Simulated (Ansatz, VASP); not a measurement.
# One calculation of Ta2Sn3, two programs

File INCAR:

```
  PREC = Accurate
  ENCUT = 600
  EDIFF = 1E-6
  ISMEAR = 0
  SIGMA = 0.1
  LREAL = False
  LASPH = True
  NELM = 80
  ALGO = Fast
  ISIF = 3
  LWAVE = False
  LCHARG = False
  GGA = PE
  IBRION = 2
  NSW = 100
  EDIFFG = -0.01
```

File KPOINTS:

```
regular mesh
0
Gamma
  4 4 8
```

The input POSCAR:

```
Ta2Sn3
1.0
    7.4463758839      0.0000000000      0.0000000000
    0.0000000000      7.4463758839      0.0000000000
    0.0000000000      0.0000000000      3.9370169511
Ta Sn
4 6
Direct
    0.3581296308      0.8581296308      0.0000000000
    0.6418703692      0.1418703692      0.0000000000
    0.1418703692      0.3581296308      0.0000000000
    0.8581296308      0.6418703692      0.0000000000
    0.8462842645      0.3462842645      0.5000000000
    0.1537157355      0.6537157355      0.5000000000
    0.3462842645      0.1537157355      0.5000000000
    0.6537157355      0.8462842645      0.5000000000
    0.0000000000      0.0000000000      0.0000000000
    0.5000000000      0.5000000000      0.0000000000
```

Input for Ansatz:

```yaml
crystal:
  lattice:
    - [7.4463758839, 0.0, 0.0]
    - [0.0, 7.4463758839, 0.0]
    - [0.0, 0.0, 3.9370169511]
  atoms:
    - { symbol: Ta, position: [0.3581296308, 0.8581296308, 0.0] }
    - { symbol: Ta, position: [0.6418703692, 0.1418703692, 0.0] }
    - { symbol: Ta, position: [0.1418703692, 0.3581296308, 0.0] }
    - { symbol: Ta, position: [0.8581296308, 0.6418703692, 0.0] }
    - { symbol: Sn, position: [0.8462842645, 0.3462842645, 0.5] }
    - { symbol: Sn, position: [0.1537157355, 0.6537157355, 0.5] }
    - { symbol: Sn, position: [0.3462842645, 0.1537157355, 0.5] }
    - { symbol: Sn, position: [0.6537157355, 0.8462842645, 0.5] }
    - { symbol: Sn, position: [0.0, 0.0, 0.0] }
    - { symbol: Sn, position: [0.5, 0.5, 0.0] }
basis:
  ecutwfc: 420
kpoints:
  mp_grid: { grid: [4, 4, 8] }
hamiltonian:
  xc: pbe
scf:
  occupations: { method: gaussian, width: 0.1 }
output:
  forces: true
  stress: true
  eigenvalues: true
relax:
  adjacent_minimum: "off"
  f_tol: 0.01
  max_steps: 80
  cell: { stress_tol: 0.05 }
```

Alike in both runs: task relaxation of cell and atoms; functional PBE; k mesh 4 × 4 × 8; occupations gaussian, width 0.1 eV; no spin polarisation.

|  | VASP | Ansatz |
| --- | --- | --- |
| version | VASP 6.6.1 | Ansatz 0.2.0 |
| potentials or method | VASP PAW PBE potentials, release 64 (Ta_pv, Sn_d), cutoff 600 eV | scalar-relativistic, plane waves, PAW |
| valence electrons in the cell | 128 | 136 |

VASP gave:

```
gap on the k mesh at the Fermi level, each at its own relaxed structure (eV)  : none
relaxed volume (Å³/atom)                                                      : 21.87
relaxed length of the cell vector where the two differ most in proportion (Å) : 3.957
```

**Question.** Estimate Ansatz's values.

**Answer.** gap on the k mesh at the Fermi level, each at its own relaxed structure (eV): none; relaxed volume (Å³/atom): 21.87; relaxed length of the cell vector where the two differ most in proportion (Å): 3.956.

A gap of «none» marks a metal or a gap that the smearing closes. VASP's potentials hold 128 valence electrons a cell and Ansatz's 136, so a difference there can come from the potentials and not from the codes.

Spin-orbit coupling is off throughout.
